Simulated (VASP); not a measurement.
# Ge (Imma) in VASP: further runs

Runs on Ge. Level: LDA. Tasks: single point.

Everything below comes from runs of VASP 6.6.1. Logs are shortened: lines on timing, memory, paths and dates and some standing lists are left out, and cuts for length are marked.

### Step 1. The cell of the first run

The structure is orthorhombic, space group Imma (No. 74). Conventional cell: a = 4.992 Å, b = 5.302 Å, c = 2.874 Å, α = 90.00°, β = 90.00°, γ = 90.00°. Ge (site symmetry mm2) has 8 Ge at 2.68 to 3.08 Å within 3.5 Å.

### Step 2. Single point, LDA

File INCAR:

```
SYSTEM = Ge
PREC = Accurate ; ENCUT = 520
EDIFF = 1E-6 ; ISMEAR = 1
SIGMA = 0.1 ; LREAL = .False.
LASPH = .True. ; NELM = 60
ALGO = Normal ; ISIF = 2
LWAVE = .False. ; LCHARG = .True.
GGA = CA ; LELF = .True.
LVHAR = .True. ; NBANDS = 21
```

File KPOINTS:

```
Automatic mesh
0
Gamma
  13 13 13
  0 0 0
```

File POSCAR:

```
Ge
1.0
   -2.4958980000      2.6508630000      1.4369470000
    2.4958980000     -2.6508630000      1.4369470000
    2.4958980000      2.6508630000     -1.4369470000
Ge
2
Direct
    0.1859430000      0.9359430000      0.2500000000
    0.8140570000      0.0640570000      0.7500000000
```

Potentials or basis: VASP PAW LDA potentials, release 64 (Ge_d).

Command:

```sh
$ cat potpaw_LDA.64/Ge_d/POTCAR > POTCAR
$ mpirun -np 1 vasp_std > vasp.out
```

OUTCAR:

```text
SYSTEM = Ge
   PREC = Accurate
   ENCUT = 520
   EDIFF = 1E-6
   ISMEAR = 1
   LREAL = .False.
   LASPH = .True.
   NELM = 60
   ISIF = 2
   GGA = CA

 ion  position               nearest neighbor table
   1  0.186  0.936  0.250-   2 2.68   2 2.68   2 2.72   2 2.72
   2  0.814  0.064  0.750-   1 2.68   1 2.68   1 2.72   1 2.72

  LATTYP: Found a body centered orthorhombic cell.
 ALAT       =     2.8738940000
 B/A-ratio  =     1.7369450648
 C/A-ratio  =     1.8447882907

  Lattice vectors:

 A1 = (   2.4958980000,  -2.6508630000,   1.4369470000)
 A2 = (  -2.4958980000,  -2.6508630000,  -1.4369470000)
 A3 = (   2.4958980000,   2.6508630000,  -1.4369470000)

Analysis of symmetry for initial positions (statically):
=====================================================================
 Subroutine PRICEL returns:
 Original cell was already a primitive cell.

 Routine SETGRP: Setting up the symmetry group for a
 body centered orthorhombic supercell.

 Subroutine GETGRP returns: Found  8 space group operations
 (whereof  4 operations were pure point group operations)
 out of a pool of  8 trial point group operations.

The static configuration has the point symmetry C_2h.
 The point group associated with its full space group is D_2h.

Analysis of symmetry for dynamics (positions and initial velocities):
=====================================================================
 Subroutine PRICEL returns:
 Original cell was already a primitive cell.

 Routine SETGRP: Setting up the symmetry group for a
 body centered orthorhombic supercell.

 Subroutine GETGRP returns: Found  8 space group operations
 (whereof  4 operations were pure point group operations)
 out of a pool of  8 trial point group operations.

The dynamic configuration has the point symmetry C_2h.
 The point group associated with its full space group is D_2h.

 Subroutine INISYM returns: Found  8 space group operations
 (whereof  4 operations are pure point group operations),
 and found     1 'primitive' translations

----------------------------------------------------------------------------------------

                                     Primitive cell

  volume of cell :      38.0290

  direct lattice vectors                    reciprocal lattice vectors
    -2.495898000  2.650863000  1.436947000     0.000000000  0.188617820  0.347959946
[... 83 lines left out ...]
   LASPH  =      T    aspherical Exc in radial PAW
   ENCUT  =  520.0 eV  38.22 Ry    6.18 a.u.   7.28  7.28  7.28*2*pi/ulx,y,z
   NELM   =     60;   NELMIN=  2; NELMDL= -5     # of ELM steps
   EDIFF  = 0.1E-05   stopping-criterion for ELM
   LREAL  =      F    real-space projection
   EDIFFG = 0.1E-04   stopping-criterion for IOM
   NSW    =      0    number of steps for IOM
   IBRION =     -1    ionic relax: 0-MD 1-quasi-New 2-CG
   NFREE  =      0    steps in history (QN), initial steepest desc. (CG)
   ISIF   =      2    stress and relaxation
   ISYM   =      2    0-nonsym 1-usesym 2-fastsym
   POTIM  = 0.5000    time-step for ionic-motion
   TEBEG  =    0.0;   TEEND  =   0.0 temperature during run
   PSTRESS=    0.0 pullay stress
   NELECT =      28.0000    total number of electrons
   NUPDOWN=      -1.0000    fix difference up-down
   EMIN   =  10.00;   EMAX   =-10.00  energy-range for DOS
   EFERMI =   0.00;   METHOD = LEGACY
   ISMEAR =     1;   SIGMA  =   0.10  broadening in eV -4-tet -1-fermi 0-gaus
   EFERMI_NEDOS =   21; number of points for ismear=-14 and -15
   IALGO  =     38    algorithm
   IMIX   =      4    mixing-type and parameters
     AMIX     =   0.40;   BMIX     =  1.00
     AMIX_MAG =   1.60;   BMIX_MAG =  1.00
  volume/ion in A,a.u.               =      19.01       128.32
  Fermi-wavevector in a.u.,A,eV,Ry     =   1.478277  2.793539 29.732860  2.185304
  Thomas-Fermi vector in A             =   2.592578
   LORBIT       =      0    0 simple, 1 ext, 2 COOP (PROOUT), +10 PAW based schemes
   GGA     = CA    functional components
   LHFCALC =     F    Hartree Fock is set to
   AEXX    =    0.0000 exact exchange contribution
   IVDW    =     0    specifies the selected vdW correction
   LEPSILON=     F    determine dielectric tensor
   LRPA    =     F    only Hartree local field effects (RPA)
 non-spin polarized calculation
 Methfessel and Paxton  Order N= 1 SIGMA  =   0.10
  energy-cutoff  :      520.00
  volume of cell :       38.03
 maximum number of plane-waves:      1044
 NGX is ok and might be reduce to    30
   NGX = 15   NGY = 15   NGZ = 15

 number of electron      28.0000014 magnetization

 Free energy of the ion-electron system (eV)
  ---------------------------------------------------
  ext. energy  EPLUGINS =         0.00000000
  ---------------------------------------------------
  free energy    TOTEN  =        -9.98778552 eV

  energy without entropy =       -9.98811187  energy(sigma->0) =       -9.98789431

 E-fermi :   6.2144     XC(G=0): -11.4750

 val. band max:        6.1829146591   @ k =  -0.4615   0.3846   0.0000
 cond. band min:       6.2154737273   @ k =  -0.2308  -0.1538   0.0769
 fundamental gap:      0.0325590682
 Fermi energy:         6.2143688262

 k-point     1 :       0.0000    0.0000    0.0000
  band No.  band energies     occupation
      1     -18.5822      2.00000
      2     -18.5029      2.00000
      3     -18.5015      2.00000
      4     -18.5000      2.00000
      5     -18.4653      2.00000
      6     -18.4283      2.00000
[... 565 lines left out ...]
     20      14.7516      0.00000
     21      17.8113      0.00000

 [... further k-points ...]

------------------------ aborting loop because EDIFF is reached ----------------------------------------

  FORCE on cell =-STRESS in cart. coord.  units (eV):
  Direction    XX          YY          ZZ          XY          YZ          ZX
  --------------------------------------------------------------------------------------
  -------------------------------------------------------------------------------------
  Total       -0.9508753     -1.2858191     -0.8466645      0.0000000      0.0000000      0.0000000
  in kB      -40.0607678    -54.1720916    -35.6703272      0.0000000      0.0000000      0.0000000
  external PRESSURE =     -43.3010622 kB  Pullay stress =       0.0000000 kB

 VOLUME and BASIS-vectors are now :
 -----------------------------------------------------------------------------
  energy-cutoff  :      520.00
  volume of cell :       38.03
      direct lattice vectors                 reciprocal lattice vectors
    -2.495898000  2.650863000  1.436947000     0.000000000  0.188617820  0.347959946
     2.495898000 -2.650863000  1.436947000     0.200328699  0.000000000  0.347959946
     2.495898000  2.650863000 -1.436947000     0.200328699  0.188617820  0.000000000

 POSITION                                       TOTAL-FORCE (eV/Angst)
 -----------------------------------------------------------------------------------
      2.49590     -1.32543      1.25285         0.000000      0.000000     -0.070666
      0.00000      3.97629      0.18409        -0.000000     -0.000000      0.070666
 -----------------------------------------------------------------------------------
    total drift:                                0.000000      0.000000     -0.000000

  FREE ENERGIE OF THE ION-ELECTRON SYSTEM (eV)
  ---------------------------------------------------
  free  energy   TOTEN  =        -9.9877855234 eV

  energy  without entropy=       -9.9881118728  energy(sigma->0) =       -9.98789431
```

stdout:

```text
POSCAR found type information on POSCAR Ge
 POSCAR found :  1 types and       2 ions
 scaLAPACK will be used
 LDA part: xc-table for (Slater(with rela. corr.)+CA(PZ))
 , standard interpolation
 POSCAR, INCAR and KPOINTS ok, starting setup
 FFT: planning ... GRIDC
 FFT: planning ... GRID_SOFT
 FFT: planning ... GRID
 WAVECAR not read
 entering main loop
```

It took 1.7 min on 1 thread of Intel Xeon 6975P-C (Granite Rapids), shared host; peak memory 0.3 GiB.

What came out:

```
Free energy            : -9.9878 eV
Pressure               : -4.3 GPa
Largest force          : 0.071 eV/Å
Band gap on the k mesh : zero (bands 14 and 15 overlap by 5.38 eV)
```

Forces in eV/Å, atoms in the order of the input:
```
Ge   0.000  0.000 -0.071
Ge   0.000  0.000  0.071
```

Caveat: the cell stands under tension.

### Step 3. Single point, LDA

File INCAR:

```
SYSTEM = Ge
  ALGO = Normal
  EDIFF = 1E-6
  ENCUT = 520
  ISIF = 2
  ISMEAR = 1
  LASPH = .TRUE.
  LCHARG = .FALSE.
  LREAL = .FALSE.
  LWAVE = .FALSE.
  NBANDS = 21
  NELM = 60
  PREC = Accurate
  SIGMA = 0.1
```

File KPOINTS:

```
k-points
0
G
  13 13 13
  0 0 0
```

POSCAR is that of step 2.

Potentials or basis: VASP PAW LDA potentials, release 64 (Ge_d).

Command:

```sh
$ cat potpaw_LDA.64/Ge_d/POTCAR > POTCAR
$ mpirun -np 1 vasp_std > vasp.out
```

Run time: 94 s. Hardware: 1 thread of Intel Xeon 6975P-C (Granite Rapids), shared host; peak memory 0.31 GiB.

The run converged. Its results:

```yaml
Free_energy: -9.9878 eV
Pressure: -4.3 GPa
Largest_force: 0.071 eV/Å
Band_gap_on_the_k_mesh: zero (bands 14 and 15 overlap by 5.38 eV)
```

Forces in eV/Å, atoms in the order of the input:
```
Ge   0.000  0.000 -0.071
Ge   0.000  0.000  0.071
```

Stress tensor (GPa, compression positive):
```
-4.01  0.00  0.00
 0.00 -5.42  0.00
 0.00  0.00 -3.57
```

Levels at points of the mesh, in eV from the Fermi level:
```
           k point  band 12  band 13  band 14  band 15  band 16  band 17
(0.00, 0.00, 0.00)    -3.87    -2.30    -1.85     3.59     6.92     7.12
```

Caveat: the cell stands under tension.

The gap in the log of VASP goes by the Fermi energy; the results here count the filled bands.